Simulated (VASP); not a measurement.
# CoO (R-3m) in VASP: further runs, part 2 of 2

VASP 6.6.1. Earlier steps stand in the parts before.

## 4. Single point, PBE+U, collinear spin, ferromagnetic start

This run uses another cell than the first one, of 10.31 Å³/atom.

Input file INCAR:

```
ALGO = Normal
EDIFF = 1E-6
ENCUT = 520
GGA = PE
ISIF = 2
ISMEAR = 0
ISPIN = 2
LASPH = T
LCHARG = F
LDAU = T
LDAUJ = 0 0
LDAUL = 2 -1
LDAUPRINT = 1
LDAUTYPE = 2
LDAUU = 3.32 0
LMAXMIX = 4
LORBIT = 11
LREAL = F
LWAVE = F
MAGMOM = 2.89 0.24
NBANDS = 18
NELM = 150
PREC = Accurate
SIGMA = 0.02
```

Input file KPOINTS:

```
k-points
0
Gamma
  12 12 12
```

Input file POSCAR:

```
CoO
1.0
    1.5465681908      0.8929115613      2.4890363489
   -1.5465681908      0.8929115613      2.4890363489
    0.0000000000     -1.7858231225      2.4890363489
Co O
1 1
Direct
    0.0000000000      0.0000000000      0.0000000000
    0.5000000000      0.5000000000      0.5000000000
```

Started as:

```sh
> cat potpaw_PBE.64/Co/POTCAR potpaw_PBE.64/O/POTCAR > POTCAR
> mpirun -np 1 vasp_std > vasp.out
```

Run time: 4.1 min. Hardware: 1 thread of Intel Xeon 8259CL, shared host; peak memory 0.24 GiB.

The run converged. Its results:

```yaml
Free_energy: -11.4473 eV
Pressure: -10.1 GPa
Band_gap_on_the_k_mesh: zero (filled and empty bands overlap)
Net_moment: 3.00 μB per cell
Site_moments: Co +2.73; O +0.24 μB
Valence_electrons_inside_the_program's_atomic_spheres: Co 7.71; O 4.97
```

Stress tensor (GPa, compression positive):
```
 -9.93   0.00   0.00
  0.00  -9.93   0.00
  0.00   0.00 -10.35
```

Levels at points of the mesh, in eV from the Fermi level:
Spin up:
```
           k point  band 5  band 6  band 7  band 8  band 9  band 10  band 11  band 12  band 13  band 14
(0.00, 0.00, 0.00)   -4.61   -3.92   -2.52   -2.52   -2.41     0.91    16.78    16.78    16.85    17.36
(0.50, 0.00, 0.00)   -4.05   -3.56   -3.05   -0.58   -0.53     5.16     8.92    13.13    13.37    19.25
(0.50, 0.50, 0.00)   -4.08   -3.84   -3.70   -3.58   -3.30     5.57     9.72    10.86    15.12    15.38
(0.50, 0.50, 0.50)   -4.10   -4.10   -2.55   -0.55   -0.55     5.09     9.12    12.93    12.93    19.21
```
Spin down:
```
           k point  band 3  band 4  band 5  band 6  band 7  band 8  band 9  band 10
(0.00, 0.00, 0.00)   -2.06   -2.06   -1.96   -0.80   -0.80    1.44    1.57     1.57
(0.50, 0.00, 0.00)   -3.81   -3.56   -1.46   -0.02    0.48    3.63    3.73     5.44
(0.50, 0.50, 0.00)   -3.26   -3.15   -2.63   -0.54    0.22    2.10    2.26     6.54
(0.50, 0.50, 0.50)   -3.84   -3.84   -1.14    0.39    0.39    3.63    3.63     5.37
```

Eigenvalues of the final occupation matrices:
| site | spin | trace | eigenvalues |
| --- | --- | --- | --- |
| site 1 d | 1 | 4.91 | 0.97 0.97 0.97 1.00 1.00 |
| site 1 d | 2 | 2.21 | 0.12 0.12 0.51 0.51 0.96 |

Caveat: the cell stands under tension; a cell with one magnetic atom can't hold antiferromagnetic order, which such compounds often take. The state reached can hang on the start; a lower one may exist.

## 5. Relaxation of cell and atoms, PBE+U, collinear spin, ferromagnetic start, target pressure 60 GPa, at which the enthalpy is minimised

This run uses another cell than the first one, of 8.18 Å³/atom.

Input file INCAR:

```
PREC = Accurate
ENCUT = 600
EDIFF = 1E-6
ISMEAR = 0
SIGMA = 0.02
LREAL = False
LASPH = True
NELM = 150
ALGO = Normal
ISIF = 3
LWAVE = False
LCHARG = False
ISPIN = 2
MAGMOM = 2.82 0.28
LORBIT = 11
LMAXMIX = 4
LDAU = True
LDAUTYPE = 2
LDAUL = 2 -1
LDAUU = 3.32 0
LDAUJ = 0 0
LDAUPRINT = 1
GGA = PE
IBRION = 2
NSW = 70
EDIFFG = -0.008
PSTRESS = 600.0
```

Input file KPOINTS:

```
Automatic mesh
0
Gamma
  12 12 12
```

Input file POSCAR:

```
CoO
1.0
    1.4318798442      0.8266962135      2.3046588967
   -1.4318798442      0.8266962135      2.3046588967
    0.0000000000     -1.6533924270      2.3046588966
Co O
1 1
Direct
    0.0000000000      0.0000000000      0.0000000000
    0.5000000000      0.5000000000      0.5000000000
```

Started as:

```sh
> cat potpaw_PBE.64/Co/POTCAR potpaw_PBE.64/O/POTCAR > POTCAR
> mpirun -np 1 vasp_std > vasp.out
```

Wall time 50 min (1 thread of Intel Xeon 8259CL, shared host); peak memory 0.29 GiB.

The run converged. Its results:

```
Free energy                                                : -10.8403 eV
Relaxed volume                                             : 7.69 Å³/atom
Relaxed cell                                               : a = 2.655 Å, b = 2.655 Å, c = 2.655 Å, α = 67.63°, β = 67.63°, γ = 67.63°
Space group after relaxing (to 0.1 Å)                      : R-3m (No. 166)
Energy change on relaxing (the run minimises the enthalpy) : +149.9 meV/atom
Ionic steps                                                : 22
Pressure after relaxing                                    : 60.0 GPa
Net moment                                                 : 2.84 μB per cell
Site moments                                               : Co +2.58; O +0.25 μB
Valence electrons inside the program's atomic spheres      : Co 8.29; O 5.12
```

Step by step:
| step | energy change (eV) | largest force (eV/Å) | pressure (GPa) | volume (Å³) |
| --- | --- | --- | --- | --- |
| 1 | 0.0000 | 0.0000 | 43.30 | 16.37 |
| 2 | 0.7769 | 0.0000 | 85.80 | 14.43 |
| 3 | 0.2487 | 0.0000 | 61.45 | 15.60 |
| 4 | 0.2293 | 0.0000 | 60.13 | 15.65 |
| 5 | 0.2289 | 0.0000 | 60.06 | 15.65 |
| 6 | 0.2289 | 0.0000 | 59.54 | 15.63 |
| 7 | 0.2365 | 0.0000 | 58.98 | 15.57 |
| 8 | 0.3085 | 0.0000 | 56.85 | 15.36 |
| 9 | 0.2622 | 0.0000 | 58.34 | 15.48 |
| 10 | 0.4411 | 0.0000 | 67.26 | 15.01 |
| 11 | 0.3093 | 0.0000 | 61.24 | 15.35 |
| 12 | 0.2938 | 0.0000 | 60.17 | 15.39 |
| 13 | 0.2957 | 0.0000 | 60.29 | 15.39 |
| 14 | 0.2964 | 0.0000 | 60.28 | 15.39 |
| 15 | 0.3028 | 0.0000 | 60.93 | 15.37 |
| 16 | 0.2970 | 0.0000 | 60.13 | 15.38 |
| 17 | 0.2999 | 0.0000 | 60.62 | 15.38 |
| 18 | 0.2981 | 0.0000 | 60.33 | 15.38 |
| 19 | 0.3059 | 0.0000 | 60.47 | 15.36 |
| 20 | 0.3067 | 0.0000 | 60.57 | 15.36 |
| 21 | 0.2625 | 0.0000 | 57.28 | 15.48 |
| 22 | 0.2998 | 0.0000 | 59.97 | 15.38 |

Final structure:
```cif
data_structure
_symmetry_space_group_name_H-M 'P 1'
_symmetry_Int_Tables_number 1
_cell_length_a 2.6546
_cell_length_b 2.6546
_cell_length_c 2.6546
_cell_angle_alpha 67.625
_cell_angle_beta 67.625
_cell_angle_gamma 67.625
_cell_volume 15.38
loop_
_atom_site_label
_atom_site_type_symbol
_atom_site_fract_x
_atom_site_fract_y
_atom_site_fract_z
_atom_site_occupancy
Co1 Co 0.00000 0.00000 0.00000 1
O1 O 0.50000 0.50000 0.50000 1
```

Levels at points of the mesh, in eV from the Fermi level:
Spin up:
```
           k point  band 5  band 6  band 7  band 8  band 9  band 10  band 11  band 12  band 13
(0.00, 0.00, 0.00)   -4.74   -3.72   -3.70   -3.70   -2.63     3.04    17.73    17.73    18.16
(0.50, 0.00, 0.00)   -4.26   -3.38   -2.60    0.00    0.34     6.54    11.40    15.21    18.84
(0.50, 0.50, 0.00)   -4.48   -4.06   -3.38   -3.29   -3.07     7.86    11.76    12.95    17.54
(0.50, 0.50, 0.50)   -3.47   -3.47   -1.69    0.37    0.37     5.16    13.01    13.01    14.64
```
Spin down:
```tsv
k point	band 4	band 5	band 6	band 7	band 8	band 9
(0.00, 0.00, 0.00)	-2.19	-2.10	-1.79	-1.79	1.27	1.27
(0.50, 0.00, 0.00)	-4.42	-1.57	-0.60	0.98	4.17	4.67
(0.50, 0.50, 0.00)	-3.65	-3.56	-0.52	0.29	2.11	2.65
(0.50, 0.50, 0.50)	-6.29	-0.24	0.63	0.63	4.82	4.82
```

Eigenvalues of the final occupation matrices:
```csv
site,spin,trace,eigenvalues
site 1 d,1,4.97,0.97 0.98 0.98 1.02 1.02
site 1 d,2,2.43,0.18 0.18 0.56 0.56 0.94
```

Caveat: the cell is relaxed towards a set pressure, so the run minimises the enthalpy, not the energy; a cell with one magnetic atom can't hold antiferromagnetic order, which such compounds often take. The state reached can hang on the start; a lower one may exist.

## 6. Overview

```tsv
task	potentials or basis	cell	cutoff (eV)	gap on the mesh (eV)	pressure (GPa)	moment (μB)
single point	VASP PAW PBE potentials, release 64 (Co_sv, O)	a = 2.969 Å, angles 60.6°, 2 atoms	700	none	7.0	3.00
single point	VASP PAW PBE potentials, release 64 (Co, O)	a = 3.063 Å, angles 60.6°, 2 atoms	520	none	-10.1	3.00
relaxation of cell and atoms	VASP PAW PBE potentials, release 64 (Co, O)	relaxed to 60 GPa from a = 2.836 Å, angles 60.6°, 2 atoms	600	none	60.0	2.84
```

Alike in all rows: level PBE+U; spin collinear, ferromagnetic start; Co d U = 3.32 eV; k mesh 12 × 12 × 12; smearing gaussian 0.02 eV.

Caveats: a cell with one magnetic atom can't hold antiferromagnetic order, which such compounds often take; the cell stands under pressure (at least some runs); the cell stands under tension (at least some runs); the cell is relaxed towards a set pressure, so the run minimises the enthalpy, not the energy (at least some runs).

Total energies depend on the potentials used, so only differences within one code and one set of settings carry meaning.
